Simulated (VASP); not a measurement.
Here is a VASP 6.6.1 calculation.

File INCAR:

```
  PREC = Accurate
  ENCUT = 520
  EDIFF = 1E-6
  ISMEAR = -1
  SIGMA = 0.05
  LREAL = Auto
  LASPH = True
  NELM = 80
  ALGO = Normal
  ISIF = 2
  LWAVE = False
  LCHARG = True
  GGA = PE
  LELF = True
  LVHAR = True
  NBANDS = 44
```

The input KPOINTS:

```
regular mesh
0
Gamma
  1 1 1
```

POSCAR

```
H14SO6
1.0
    6.7824230000      0.0000000000      0.0000000000
    0.0000000000      6.7824230000      0.0000000000
    0.0000000000      0.0000000000      6.7824230000
O H S
6 14 1
Direct
    0.6978184640      0.9094684894     -0.1120985819
    0.7884203035      0.1906693227      0.6877925485
    0.4146895586      0.5746176551      0.4785310500
    0.5810460362     -0.0223961260      0.3796135983
   -0.0318322818      0.6754665700      0.6932773140
    0.5711233286      0.4532156134      1.0162592336
    0.6507703810      1.0032992634     -0.2014619259
    0.7441293473      0.9727791971      0.0179581840
    0.7687665603      0.2618533229      0.5594755738
    0.9231804032      0.1774439607      0.6838853902
    0.4777643624      0.6510800049      0.3768122395
    0.4113279281      0.6381790107      0.6111532707
    0.4670897112     -0.1031489779      0.4287405843
    0.5013547518      0.0311835461      0.2863430960
    0.0441730042      0.6729748351      0.5762542383
   -0.0793374285      0.8090176623      0.7411805486
    0.6254549443      0.3467492370      0.9266010097
    0.6585552095      0.5625275805      0.9786030744
    0.0918993109      0.5110857875     -0.0662889944
    0.3293070928      0.5498330022      0.0893486001
    0.1290394303      0.5248861653      0.1468649183
```

Potentials or basis: VASP PAW PBE potentials, release 64 (O, H, S).

The run is started by

```console
$ cat potpaw_PBE.64/O/POTCAR potpaw_PBE.64/H/POTCAR potpaw_PBE.64/S/POTCAR > POTCAR
$ mpirun -np 1 vasp_gam > vasp.out
```

Predict the pressure.

0.4 GPa.

Predict the band gap on the k mesh.

2.79 eV.

Forces on the atoms (eV/Å):
```
O    1.265 -2.080  4.064
O   -2.885  2.066 -1.935
O   -0.845 -0.420  1.470
O    0.272 -2.511  2.774
O   -1.037  0.479  1.796
O    1.378 -0.872 -1.382
H   -0.280  1.894 -1.119
H   -0.907 -0.717 -2.231
H   -0.438 -0.478  1.090
H    3.348 -0.505  0.456
H    0.502  0.307  0.146
H    0.506 -0.207 -1.279
H    1.287  0.160  0.636
H   -1.760  2.684 -3.632
H    0.568  0.631 -1.155
H    0.395 -1.376 -0.796
H   -0.629  0.967  0.802
H   -0.272  0.031  0.113
H   -0.080  0.312  2.061
H   -1.357 -0.372  0.659
S    0.968  0.006 -2.537
```

Caveat: the k points lie up to 0.93 Å⁻¹ apart.
